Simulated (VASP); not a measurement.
Wanted: the native input for a VASP 6.6.1 run.

```
Task                   : single point
Functional             : PBEsol
Potentials or basis    : VASP PAW PBE potentials, release 64 (Al, Pt)
Cutoff                 : 520 eV
k mesh                 : 8 × 8 × 8
Occupations            : gaussian, width 0.1 eV
Spin                   : no spin polarisation
Dipole correction      : no
Further INCAR settings : ALGO = Fast; EDIFF = 1e-07; NBANDS = 36
```

The structure of AlPt lies in POSCAR:

```
AlPt
1.0
    4.7178344611      0.0000000000      0.0000000000
    0.0000000000      4.7178344611      0.0000000000
    0.0000000000      0.0000000000      4.7178344611
Al Pt
4 4
Direct
    0.8449921089      0.8449921089      0.8449921089
    0.6550078911      0.1550078911      0.3449921089
    0.3449921089      0.6550078911      0.1550078911
    0.1550078911      0.3449921089      0.6550078911
    0.1541468306      0.1541468306      0.1541468306
    0.3458531694      0.8458531694      0.6541468306
    0.6541468306      0.3458531694      0.8458531694
    0.8458531694      0.6541468306      0.3458531694
```

This cell differs from its parent crystal: volume scaled by 0.91, then relaxed in part.

One way to write it, as run:

INCAR

```
SYSTEM = AlPt
PREC     = Accurate       ! precision mode
ENCUT    = 520            ! plane-wave cutoff, eV
EDIFF    = 1E-7           ! SCF threshold, eV
ISMEAR   = 0              ! smearing method
SIGMA    = 0.1            ! smearing width, eV
LREAL    = .False.        ! projectors in reciprocal space
LASPH    = .True.         ! aspherical terms in the spheres
NELM     = 60             ! most SCF steps
ALGO     = Fast           ! electronic algorithm
ISIF     = 2              ! what is computed and relaxed
LWAVE    = .False.        ! write WAVECAR
LCHARG   = .False.        ! write CHGCAR
GGA      = PS             ! functional
NBANDS   = 36             ! bands
```

KPOINTS

```
regular mesh
0
Gamma
  8 8 8
  0 0 0
```

Potentials or basis: VASP PAW PBE potentials, release 64 (Al, Pt).

Command:

```console
$ cat potpaw_PBE.64/Al/POTCAR potpaw_PBE.64/Pt/POTCAR > POTCAR
$ mpirun -np 1 vasp_std > vasp.out
```

It gave:

```json
{"Pressure": "23.8 GPa", "Largest force": "0.016 eV/Å", "Band gap on the k mesh": "zero (band 26 reaches 12.34 eV, above the bottom of band 27 at 11.18 eV)"}
```

Caveat: the PAW data sets were made with another functional, which shifts forces and pressure a little; spin-orbit coupling is left out, which moves the levels of the heavy elements.

Wall time 2.1 min on 1 thread of Intel(R) Xeon(R) 6975P-C (Granite Rapids), with other jobs on the host, peak memory 0.29 GiB.
